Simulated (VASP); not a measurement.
# CoSn (P6/mmm) in VASP: single point with PBE

Aim: the single point of CoSn with PBE.

All numbers are computed with VASP 6.6.1; they aren't measurements. Logs are shortened: lines on timing, memory, paths and dates and some standing lists are left out, and cuts for length are marked.

### 1 The cell of the first run

Symmetry: P6/mmm, No. 191, hexagonal system. The conventional cell has a = 5.296 Å, b = 5.296 Å, c = 4.233 Å, α = 90.00°, β = 90.00°, γ = 120.00°. Within 3.4 Å of Co (site symmetry mmm) lie 6 Sn at 2.61 to 2.65 Å and 4 Co at 2.65 Å. Sn (site symmetry -6m2) has 6 Co at 2.61 Å and 3 Sn at 3.06 Å within 3.4 Å. Sn (site symmetry 6/mmm) has 6 Co at 2.65 Å within 3.5 Å.

### 2 Single point, PBE, collinear spin, ferromagnetic start

File INCAR:

```
PREC = Accurate
ENCUT = 520
EDIFF = 1E-6
ISMEAR = 0
SIGMA = 0.05
LREAL = False
LASPH = True
NELM = 150
ALGO = Fast
ISIF = 2
LWAVE = False
LCHARG = False
ISPIN = 2
MAGMOM = 1.5 1.5 1.5 0 0 0
LORBIT = 11
LMAXMIX = 4
GGA = PE
NBANDS = 48
```

File KPOINTS:

```
regular mesh
0
Gamma
  4 4 6
```

File POSCAR:

```
CoSn
1.0
    5.2962604105      0.0000000000      0.0000000000
   -2.6481302052      4.5866960605      0.0000000000
    0.0000000000      0.0000000000      4.2332336363
Co Sn
3 3
Direct
    0.0000000000      0.5000000000      0.0000000000
    0.5000000000      0.5000000000      0.0000000000
    0.5000000000      0.0000000000      0.0000000000
    0.6666666667      0.3333333333      0.5000000000
    0.3333333333      0.6666666667      0.5000000000
    0.0000000000      0.0000000000      0.0000000000
```

Potentials or basis: VASP PAW PBE potentials, release 64 (Co, Sn_d).

Command:

```console
> cat potpaw_PBE.64/Co/POTCAR potpaw_PBE.64/Sn_d/POTCAR > POTCAR
> mpirun -np 1 vasp_std > vasp.out
```

OUTCAR:

```text
PREC = Accurate
   ENCUT = 520
   EDIFF = 1E-6
   ISMEAR = 0
   LREAL = False
   LASPH = True
   NELM = 150
   ISIF = 2
   ISPIN = 2
   LORBIT = 11
   GGA = PE

 ion  position               nearest neighbor table
   1  0.000  0.500  0.000-   4 2.61   5 2.61   4 2.61   5 2.61   6 2.65   6 2.65   3 2.65   3 2.65
                             2 2.65   2 2.65
   2  0.500  0.500  0.000-   4 2.61   5 2.61   4 2.61   5 2.61   3 2.65   3 2.65   6 2.65   6 2.65
                             1 2.65   1 2.65
   3  0.500  0.000  0.000-   4 2.61   5 2.61   4 2.61   5 2.61   2 2.65   2 2.65   1 2.65   1 2.65
                             6 2.65   6 2.65
   4  0.667  0.333  0.500-   3 2.61   3 2.61   1 2.61   1 2.61   2 2.61   2 2.61   5 3.06   5 3.06
                             5 3.06   6 3.72   6 3.72   6 3.72   6 3.72   6 3.72   6 3.72
   5  0.333  0.667  0.500-   3 2.61   3 2.61   1 2.61   1 2.61   2 2.61   2 2.61   4 3.06   4 3.06
                             4 3.06   6 3.72   6 3.72   6 3.72   6 3.72   6 3.72   6 3.72
   6  0.000  0.000  0.000-   1 2.65   1 2.65   2 2.65   2 2.65   3 2.65   3 2.65   5 3.72   4 3.72
                             5 3.72   4 3.72   4 3.72   4 3.72   5 3.72   5 3.72   4 3.72   5 3.72

  LATTYP: Found a hexagonal cell.
 ALAT       =     5.2962604105
 C/A-ratio  =     0.7992872911

  Lattice vectors:

 A1 = (   5.2962604105,   0.0000000000,   0.0000000000)
 A2 = (  -2.6481302052,   4.5866960605,   0.0000000000)
 A3 = (   0.0000000000,   0.0000000000,   4.2332336363)

Analysis of symmetry for initial positions (statically):
=====================================================================
 Subroutine PRICEL returns:
 Original cell was already a primitive cell.

 Routine SETGRP: Setting up the symmetry group for a
 hexagonal supercell.

 Subroutine GETGRP returns: Found 24 space group operations
 (whereof 24 operations were pure point group operations)
 out of a pool of 24 trial point group operations.

The static configuration has the point symmetry D_6h.

Analysis of symmetry for dynamics (positions and initial velocities):
=====================================================================
 Subroutine PRICEL returns:
 Original cell was already a primitive cell.

 Routine SETGRP: Setting up the symmetry group for a
 hexagonal supercell.

 Subroutine GETGRP returns: Found 24 space group operations
 (whereof 24 operations were pure point group operations)
 out of a pool of 24 trial point group operations.

The dynamic configuration has the point symmetry D_6h.

Analysis of structural, dynamic, and magnetic symmetry:
=====================================================================
 Subroutine PRICEL returns:
 Original cell was already a primitive cell.

 Routine SETGRP: Setting up the symmetry group for a
 hexagonal supercell.

 Subroutine GETGRP returns: Found 24 space group operations
 (whereof 24 operations were pure point group operations)
 out of a pool of 24 trial point group operations.

The overall configuration has the point symmetry D_6h.

 Subroutine INISYM returns: Found 24 space group operations
 (whereof 24 operations are pure point group operations),
 and found     1 'primitive' translations

----------------------------------------------------------------------------------------

                                     Primitive cell

  volume of cell :     102.8351

  direct lattice vectors                    reciprocal lattice vectors
     5.296260411  0.000000000  0.000000000     0.188812468  0.109010929  0.000000000
    -2.648130205  4.586696060  0.000000000     0.000000000  0.218021859  0.000000000
     0.000000000  0.000000000  4.233233636     0.000000000  0.000000000  0.236226036

  length of vectors
     5.296260411  5.296260410  4.233233636     0.218021859  0.218021859  0.236226036

  position of ions in fractional coordinates (direct lattice)
     1.000000000  0.500000000  0.000000000
     0.500000000  0.500000000  0.000000000
     0.500000000  0.000000000  0.000000000
     0.666666667  0.333333333  0.500000000
     0.333333333  0.666666667  0.500000000
     0.000000000  0.000000000  0.000000000

  ion indices of the primitive-cell ions
   primitive index   ion index
                 1           1
                 2           2
                 3           3
                 4           4
                 5           5
                 6           6

----------------------------------------------------------------------------------------

 KPOINTS: regular mesh

Automatic generation of k-mesh.
 Grid dimensions read from file:
 generate k-points for:    4    4    6

 Generating k-lattice:

  Cartesian coordinates                     Fractional coordinates (reciprocal lattice)
     0.047203117  0.027252732  0.000000000     0.250000000 -0.000000000  0.000000000
     0.000000000  0.054505465  0.000000000     0.000000000  0.250000000  0.000000000
     0.000000000  0.000000000  0.039371006     0.000000000  0.000000000  0.166666667

  Length of vectors
     0.054505465  0.054505465  0.039371006

  Shift w.r.t. Gamma in fractional coordinates (k-lattice)
     0.000000000  0.000000000  0.000000000

 Subroutine IBZKPT returns following result:
 ===========================================

 Found     16 irreducible k-points:

 Following reciprocal coordinates:
            Coordinates               Weight
  0.000000  0.000000  0.000000      1.000000
  0.250000  0.000000  0.000000      6.000000
  0.500000  0.000000  0.000000      3.000000
  0.250000  0.250000  0.000000      6.000000
  0.000000  0.000000  0.166667      2.000000
  0.250000  0.000000  0.166667     12.000000
[... 8 lines left out ...]
  0.500000  0.000000  0.500000      3.000000
  0.250000  0.250000  0.500000      6.000000
   k-points           NKPTS =     16   k-points in BZ     NKDIM =     16   number of bands    NBANDS=     48
   number of dos      NEDOS =    301   number of ions     NIONS =      6
   total plane-waves  NPLWV =  51200
   dimension x,y,z NGX =    40 NGY =   40 NGZ =   32
   dimension x,y,z NGXF=    80 NGYF=   80 NGZF=   64
   ions per type =               3   3
   NGX,Y,Z   is equivalent  to a cutoff of  12.56, 12.56, 12.57 a.u.
   NGXF,Y,Z  is equivalent  to a cutoff of  25.11, 25.11, 25.13 a.u.
 SYSTEM =  unknown system
   PREC   = accura    normal or accurate (medium, high low for compatibility)
   ISTART =      0    job   : 0-new  1-cont  2-samecut
   ICHARG =      2    charge: 1-file 2-atom 10-const
   ISPIN  =      2    spin polarized calculation?
   LNONCOLLINEAR =      F non collinear calculations
   LSORBIT =      F    spin-orbit coupling
   LASPH  =      T    aspherical Exc in radial PAW
   ENCUT  =  520.0 eV  38.22 Ry    6.18 a.u.   9.85  9.85  7.87*2*pi/ulx,y,z
   NELM   =    150;   NELMIN=  2; NELMDL= -5     # of ELM steps
   EDIFF  = 0.1E-05   stopping-criterion for ELM
   LREAL  =      F    real-space projection
   EDIFFG = 0.1E-04   stopping-criterion for IOM
   NSW    =      0    number of steps for IOM
   IBRION =     -1    ionic relax: 0-MD 1-quasi-New 2-CG
   NFREE  =      0    steps in history (QN), initial steepest desc. (CG)
   ISIF   =      2    stress and relaxation
   ISYM   =      2    0-nonsym 1-usesym 2-fastsym
   POTIM  = 0.5000    time-step for ionic-motion
   TEBEG  =    0.0;   TEEND  =   0.0 temperature during run
   PSTRESS=    0.0 pullay stress
   NELECT =      69.0000    total number of electrons
   NUPDOWN=      -1.0000    fix difference up-down
   EMIN   =  10.00;   EMAX   =-10.00  energy-range for DOS
   EFERMI =   0.00;   METHOD = LEGACY
   ISMEAR =     0;   SIGMA  =   0.05  broadening in eV -4-tet -1-fermi 0-gaus
   EFERMI_NEDOS =   21; number of points for ismear=-14 and -15
   IALGO  =     68    algorithm
   IMIX   =      4    mixing-type and parameters
     AMIX     =   0.40;   BMIX     =  1.00
     AMIX_MAG =   1.60;   BMIX_MAG =  1.00
  volume/ion in A,a.u.               =      17.14       115.66
  Fermi-wavevector in a.u.,A,eV,Ry     =   1.433213  2.708380 27.947713  2.054099
  Thomas-Fermi vector in A             =   2.552756
   LORBIT       =     11    0 simple, 1 ext, 2 COOP (PROOUT), +10 PAW based schemes
   GGA     = PE    functional components
   LHFCALC =     F    Hartree Fock is set to
   AEXX    =    0.0000 exact exchange contribution
   IVDW    =     0    specifies the selected vdW correction
   LEPSILON=     F    determine dielectric tensor
   LRPA    =     F    only Hartree local field effects (RPA)
 spin polarized calculation
 RMM-DIIS sequential band-by-band and
 Gauss-broadening in eV      SIGMA  =   0.05
  energy-cutoff  :      520.00
  volume of cell :      102.84
 maximum number of plane-waves:      2788
 NGX is ok and might be reduce to    40
   NGX = 19   NGY = 19   NGZ = 15

 number of electron      69.0000015 magnetization       0.0005455

 Free energy of the ion-electron system (eV)
  ---------------------------------------------------
  ext. energy  EPLUGINS =         0.00000000
  ---------------------------------------------------
  free energy    TOTEN  =       -33.20821760 eV

  energy without entropy =      -33.20122609  energy(sigma->0) =      -33.20472185

 E-fermi :   9.7501     XC(G=0): -11.7028

 val. band max:        9.7186222011   @ k =   0.0000   0.0000   0.3333
 cond. band min:       9.7555427658   @ k =   0.2500   0.0000   0.0000
 fundamental gap:      0.0369205647
 Fermi energy:         9.7500843300

 spin component 1

 k-point     1 :       0.0000    0.0000    0.0000
  band No.  band energies     occupation
      1     -11.7466      1.00000
      2     -11.6376      1.00000
      3     -11.6376      1.00000
      4     -11.6369      1.00000
      5     -11.6369      1.00000
      6     -11.5356      1.00000
[... 38 lines left out ...]
     45      16.2833      0.00000
     46      16.4615      0.00000

 k-point     2 :       0.2500    0.0000    0.0000
  band No.  band energies     occupation
      1     -11.7428      1.00000
      2     -11.6723      1.00000
      3     -11.6609      1.00000
      4     -11.6419      1.00000
      5     -11.6360      1.00000
      6     -11.5626      1.00000
[... 678 lines left out ...]
 k-point    16 :       0.2500    0.2500    0.5000
  band No.  band energies     occupation
      1     -11.7255      1.00000
      2     -11.7164      1.00000
      3     -11.6578      1.00000
      4     -11.6311      1.00000
      5     -11.6171      1.00000
      6     -11.5849      1.00000
[... 38 lines left out ...]
     45      17.8108      0.00000
     46      18.4145      0.00000
 Fermi energy:         9.7500843300

 spin component 2

 k-point     1 :       0.0000    0.0000    0.0000
  band No.  band energies     occupation
      1     -11.7466      1.00000
      2     -11.6376      1.00000
      3     -11.6376      1.00000
      4     -11.6369      1.00000
      5     -11.6369      1.00000
      6     -11.5356      1.00000
[... 38 lines left out ...]
     45      16.2833      0.00000
     46      16.4616      0.00000

 k-point     2 :       0.2500    0.0000    0.0000
  band No.  band energies     occupation
      1     -11.7428      1.00000
      2     -11.6723      1.00000
      3     -11.6609      1.00000
      4     -11.6419      1.00000
      5     -11.6360      1.00000
      6     -11.5626      1.00000
[... 678 lines left out ...]
 k-point    16 :       0.2500    0.2500    0.5000
  band No.  band energies     occupation
      1     -11.7255      1.00000
      2     -11.7164      1.00000
      3     -11.6578      1.00000
      4     -11.6311      1.00000
      5     -11.6171      1.00000
      6     -11.5849      1.00000
[... 38 lines left out ...]
     45      17.8108      0.00000
     46      18.4146      0.00000
 [bands above 46 left out]

------------------------ aborting loop because EDIFF is reached ----------------------------------------

  FORCE on cell =-STRESS in cart. coord.  units (eV):
  Direction    XX          YY          ZZ          XY          YZ          ZX
  --------------------------------------------------------------------------------------
  -------------------------------------------------------------------------------------
  Total       -0.0408007     -0.0408007     -0.1007685     -0.0000000     -0.0000000      0.0000000
  in kB       -0.6356768     -0.6356768     -1.5699797     -0.0000000     -0.0000000      0.0000000
  external PRESSURE =      -0.9471111 kB  Pullay stress =       0.0000000 kB

 VOLUME and BASIS-vectors are now :
 -----------------------------------------------------------------------------
  energy-cutoff  :      520.00
  volume of cell :      102.84
      direct lattice vectors                 reciprocal lattice vectors
     5.296260411  0.000000000  0.000000000     0.188812468  0.109010929  0.000000000
    -2.648130205  4.586696060  0.000000000     0.000000000  0.218021859  0.000000000
     0.000000000  0.000000000  4.233233636     0.000000000  0.000000000  0.236226036

 POSITION                                       TOTAL-FORCE (eV/Angst)
 -----------------------------------------------------------------------------------
     -1.32407      2.29335      0.00000         0.000000      0.000000      0.000000
      1.32407      2.29335      0.00000         0.000000      0.000000      0.000000
      2.64813      0.00000      0.00000         0.000000      0.000000      0.000000
      2.64813      1.52890      2.11662        -0.000000      0.000000      0.000000
     -0.00000      3.05780      2.11662         0.000000      0.000000     -0.000000
      0.00000      0.00000      0.00000         0.000000      0.000000      0.000000
 -----------------------------------------------------------------------------------
    total drift:                               -0.000000      0.000000     -0.000000

  FREE ENERGIE OF THE ION-ELECTRON SYSTEM (eV)
  ---------------------------------------------------
  free  energy   TOTEN  =       -33.2082176048 eV

  energy  without entropy=      -33.2012260854  energy(sigma->0) =      -33.20472185

 total charge

# of ion       s       p       d       tot
------------------------------------------
    1        0.394   0.450   7.463   8.306
    2        0.394   0.450   7.463   8.306
    3        0.394   0.450   7.463   8.306
    4        1.129   1.239  10.063  12.431
    5        1.129   1.239  10.063  12.431
    6        1.163   1.095  10.034  12.292
--------------------------------------------------
tot          4.602   4.921  52.549  62.072

 magnetization (x)

# of ion       s       p       d       tot
------------------------------------------
    1        0.000   0.000   0.000   0.000
    2        0.000   0.000   0.000   0.000
    3        0.000   0.000   0.000   0.000
    4        0.000   0.000   0.000   0.000
    5        0.000   0.000   0.000   0.000
    6        0.000  -0.000   0.000  -0.000
--------------------------------------------------
tot          0.000   0.000   0.000   0.000
```

Wall time 6.5 min (1 thread of Intel Xeon 8259CL, shared host); peak memory 0.32 GiB.

Results:

| Property | Result |
| --- | --- |
| Free energy | -33.2082 eV |
| Pressure | -0.1 GPa |
| Net moment | 0.00 μB per cell |
| Valence electrons inside the program's atomic spheres | Co 8.31; Sn 12.43, 12.29 (each value once) |

Levels at points of the mesh, in eV from the Fermi level:
Spin up:
| k point | band 31 | band 32 | band 33 | band 34 | band 35 | band 36 | band 37 | band 38 |
| --- | --- | --- | --- | --- | --- | --- | --- | --- |
| (0.00, 0.00, 0.00) | -0.43 | -0.43 | -0.41 | -0.41 | 0.50 | 0.58 | 1.34 | 1.34 |
| (0.50, 0.00, 0.00) | -0.63 | -0.42 | -0.41 | 0.70 | 0.99 | 1.62 | 1.77 | 2.42 |
| (0.00, 0.00, 0.50) | -0.93 | -0.50 | -0.49 | -0.49 | -0.39 | -0.39 | -0.11 | 0.50 |
| (0.50, 0.00, 0.50) | -0.94 | -0.69 | -0.50 | -0.44 | -0.39 | -0.14 | 0.43 | 1.23 |
Spin down:
```
           k point  band 32  band 33  band 34  band 35  band 36  band 37
(0.00, 0.00, 0.00)    -0.43    -0.41    -0.41     0.50     0.58     1.34
(0.50, 0.00, 0.00)    -0.42    -0.41     0.70     0.99     1.62     1.77
(0.00, 0.00, 0.50)    -0.50    -0.49    -0.49    -0.39    -0.39    -0.11
(0.50, 0.00, 0.50)    -0.69    -0.50    -0.44    -0.39    -0.14     0.43
```

Caveat: the moments typed at the start vanished in this run; spin-orbit coupling is left out, which moves the levels of the heavy elements.
